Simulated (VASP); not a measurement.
Wanted: the native input for a VASP 6.6.1 run.

```yaml
Task: single point
Functional: PBE
Potentials_or_basis: VASP PAW PBE potentials, release 64 (In_d, Y_sv, N)
Cutoff: 520 eV
k_mesh: 6 × 6 × 2
Occupations: gaussian, width 0.01 eV
Spin: no spin polarisation
Dipole_correction: no
Further_INCAR_settings: ALGO = Normal; EDIFF = 1e-07; NBANDS = 45
```

The structure of YIn3N4 lies in POSCAR:

```
YIn3N4
1.0
    3.7150724142      0.0000000000      0.0000000000
   -1.8575362071      3.2173470876      0.0000000000
    0.0000000000      0.0000000000     11.8061231608
In Y N
3 1 4
Direct
    0.3333333333      0.6666666667      0.0030044521
    0.3333333333      0.6666666667      0.4950109370
    0.6666666667      0.3333333333      0.2488378415
    0.6666666667      0.3333333333      0.7445716009
    0.3333333333      0.6666666667      0.1927630929
    0.3333333333      0.6666666667      0.6837441287
    0.6666666667      0.3333333333      0.4388200608
    0.6666666667      0.3333333333      0.9432478861
```

These files were run (other wordings do the same):

INCAR

```
SYSTEM = YIn3N4
  PREC = Accurate
  ENCUT = 520
  EDIFF = 1E-7
  ISMEAR = 0
  SIGMA = 0.01
  LREAL = .FALSE.
  LASPH = .TRUE.
  NELM = 80
  ALGO = Normal
  ISIF = 2
  LWAVE = .FALSE.
  LCHARG = .FALSE.
  GGA = PE
  NBANDS = 45
```

KPOINTS

```
regular mesh
0
G
  6 6 2
  0 0 0
```

Potentials or basis: VASP PAW PBE potentials, release 64 (In_d, Y_sv, N).

Command:

```console
$ cat potpaw_PBE.64/In_d/POTCAR potpaw_PBE.64/Y_sv/POTCAR potpaw_PBE.64/N/POTCAR > POTCAR
$ mpirun -np 1 vasp_std > vasp.out
```

It gave:

```json
{"Pressure": "-6.0 GPa", "Largest force": "0.130 eV/Å", "Band gap on the k mesh": "0.18 eV (least direct gap 0.19 eV)"}
```

Caveat: the cell stands under tension; spin-orbit coupling is left out, which moves the levels of the heavy elements.

Wall time 59 s on 1 thread of Intel(R) Xeon(R) 6975P-C (Granite Rapids) (shared host), peak memory 0.3 GiB.
